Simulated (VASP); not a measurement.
Write the native input for VASP 6.6.1 that does the following.

```yaml
Task: single point
Functional: PBE
Potentials_or_basis: VASP PAW PBE potentials, release 64 (Al, Cl)
Cutoff: 400 eV
k_mesh: 9 × 9 × 1
Occupations: gaussian, width 0.1 eV
Spin: no spin polarisation
Dipole_correction: yes
Further_INCAR_settings: ALGO = Normal; EDIFF = 1e-06; NBANDS = 16; NELMDL = -8
```

The structure of Al3Cl lies in POSCAR:

```
Al3Cl
1.0
    2.8567582918      0.0000000000      0.0000000000
    0.0000000000      2.8567582918      0.0000000000
    0.0000000000      0.0000000000     19.6746954375
Al Cl
3 1
Direct
    0.5000000000      0.5000000000      0.2033068320
    0.0000000000      0.0000000000      0.3092728611
    0.5000000000      0.5000000000      0.4154928580
    0.6666666667      0.6666666667      0.5167313008
```

The input as run:

INCAR

```
ALGO = Normal ; DIPOL = 0.5 0.5 0.361
EDIFF = 1E-6 ; ENCUT = 400
GGA = PE ; GGA_COMPAT = F
IDIPOL = 3 ; ISIF = 2
ISMEAR = 0 ; LASPH = T
LCHARG = F ; LDIPOL = T
LREAL = F ; LWAVE = F
NBANDS = 16 ; NELM = 120
NELMDL = -8 ; PREC = Accurate
SIGMA = 0.1
```

KPOINTS

```
k-points
0
Gamma
  9 9 1
```

Potentials or basis: VASP PAW PBE potentials, release 64 (Al, Cl).

Run with:

```sh
$ cat potpaw_PBE.64/Al/POTCAR potpaw_PBE.64/Cl/POTCAR > POTCAR
$ mpirun -np 1 vasp_std > vasp.out
```

Results of the run:

```yaml
Largest_force: 0.427 eV/Å
Band_gap_on_the_k_mesh: zero (band 8 reaches 0.85 eV, above the bottom of band 9 at -0.05 eV)
```

Run time: 88 s on 1 thread of Intel Xeon 6975P-C, on a shared host, peak memory 0.22 GiB.
